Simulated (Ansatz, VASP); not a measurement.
## One calculation of Al7C, two programs

Contents of INCAR:

```
SYSTEM = Al7C
ALGO = Normal
EDIFF = 1E-6
ENCUT = 520
GGA = PE
ISIF = 2
ISMEAR = 0
LASPH = .True.
LCHARG = .False.
LREAL = .False.
LWAVE = .False.
NBANDS = 22
NELM = 60
PREC = Accurate
SIGMA = 0.1
```

The input KPOINTS:

```
k-points
0
Gamma
  4 4 4
  0 0 0
```

The input POSCAR:

```
Al7C
1.0
   -3.1505062000      3.1505062000      3.1505062000
    3.1505062000     -3.1505062000      3.1505062000
    3.1505062000      3.1505062000     -3.1505062000
Al C
7 1
Direct
    0.0000000000      0.5000000000      0.5000000000
    0.5000000000      0.5000000000      0.0000000000
    0.5000000000      0.0000000000      0.5000000000
    0.0000000000      0.0000000000      0.5000000000
    0.0000000000      0.5000000000      0.0000000000
    0.5000000000      0.0000000000      0.0000000000
    0.5000000000      0.5000000000      0.5000000000
    0.0000000000      0.0000000000      0.0000000000
```

Input for Ansatz:

```yaml
crystal:
  lattice:
    - [-3.1505062, 3.1505062, 3.1505062]
    - [3.1505062, -3.1505062, 3.1505062]
    - [3.1505062, 3.1505062, -3.1505062]
  atoms:
    - { symbol: Al, position: [0.0, 0.5, 0.5] }
    - { symbol: Al, position: [0.5, 0.5, 0.0] }
    - { symbol: Al, position: [0.5, 0.0, 0.5] }
    - { symbol: Al, position: [0.0, 0.0, 0.5] }
    - { symbol: Al, position: [0.0, 0.5, 0.0] }
    - { symbol: Al, position: [0.5, 0.0, 0.0] }
    - { symbol: Al, position: [0.5, 0.5, 0.5] }
    - { symbol: C, position: [0.0, 0.0, 0.0] }
basis:
  ecutwfc: 420
kpoints:
  mp_grid: { grid: [4, 4, 4] }
hamiltonian:
  xc: pbe
scf:
  occupations: { method: gaussian, width: 0.1 }
  lower_state_search: "off"
output:
  forces: true
  stress: true
  eigenvalues: true
```

Change from the starting cell: species swapped into the Fe7Co type (Im-3m, No. 229).

Alike in both runs: task single point; functional PBE; k mesh 4 × 4 × 4; occupations gaussian, width 0.1 eV; no spin polarisation.

```csv
,VASP,Ansatz
version,VASP 6.6.1,Ansatz 0.2.0
potentials or method,"VASP PAW PBE potentials, release 64 (Al, C), cutoff 520 eV","scalar-relativistic, plane waves, PAW"
valence electrons in the cell,25,25
```

```tsv
	VASP	Ansatz	Ansatz less VASP
gap on the k mesh at the Fermi level (eV)	none	none	-
pressure (GPa)	-0.9	-0.9	+0.02
```

A gap of «none» marks a metal or a gap that the smearing closes. The functional is the same, so the differences come from potentials, cutoffs and numerics.
